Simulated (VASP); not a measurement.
Wanted: the native input for a VASP 6.6.1 run.

| Item | Value |
| --- | --- |
| Task | single point |
| Functional | PBEsol |
| Potentials or basis | VASP PAW PBE potentials, release 64 (Se, Ca_sv) |
| Cutoff | 520 eV |
| k mesh | 6 × 6 × 6 |
| Occupations | fermi-dirac, width 0.05 eV |
| Spin | non-collinear spin, zero start, spin-orbit coupling |
| Starting moments | [[0.0, 0.0, 0.0], [0.0, 0.0, 0.0]] μB |
| Dipole correction | no |
| Further INCAR settings | ALGO = Normal; EDIFF = 1e-06; NBANDS = 28 |

The structure of CaSe lies in POSCAR:

```
CaSe
1.0
    0.0000000000      2.9560000000      2.9560000000
    2.9560000000      0.0000000000      2.9560000000
    2.9560000000      2.9560000000      0.0000000000
Se Ca
1 1
Direct
    0.5000000000      0.5000000000      0.5000000000
    0.0000000000      0.0000000000      0.0000000000
```

These files were run (other wordings do the same):

INCAR

```
SYSTEM = CaSe
ALGO = Normal ; EDIFF = 1E-6
ENCUT = 520 ; GGA = PS
GGA_COMPAT = .False. ; ISIF = 2
ISMEAR = -1 ; LASPH = .True.
LCHARG = .True. ; LORBIT = 11
LORBMOM = .True. ; LREAL = .False.
LSORBIT = .True. ; LVHAR = .True.
LWAVE = .False. ; MAGMOM = 0 0 0 0 0 0
NBANDS = 28 ; NELM = 150
PREC = Accurate ; SIGMA = 0.05
```

KPOINTS

```
k-points
0
Gamma
  6 6 6
  0 0 0
```

Potentials or basis: VASP PAW PBE potentials, release 64 (Se, Ca_sv).

The run is started by

```sh
$ cat potpaw_PBE.64/Se/POTCAR potpaw_PBE.64/Ca_sv/POTCAR > POTCAR
$ mpirun -np 1 vasp_ncl > vasp.out
```

It gave:

| Item | Value |
| --- | --- |
| Pressure | -0.9 GPa |
| Net moment | 0.00 μB per cell |
| Valence electrons inside the program's atomic spheres | Se 3.92; Ca 8.13 |

Caveat: the PAW data sets were made with another functional, which shifts forces and pressure a little.

Wall time 44 s on 1 thread of Intel(R) Xeon(R) Platinum 8375C CPU @ 2.90GHz (Ice Lake), on a shared host, peak memory 0.31 GiB.
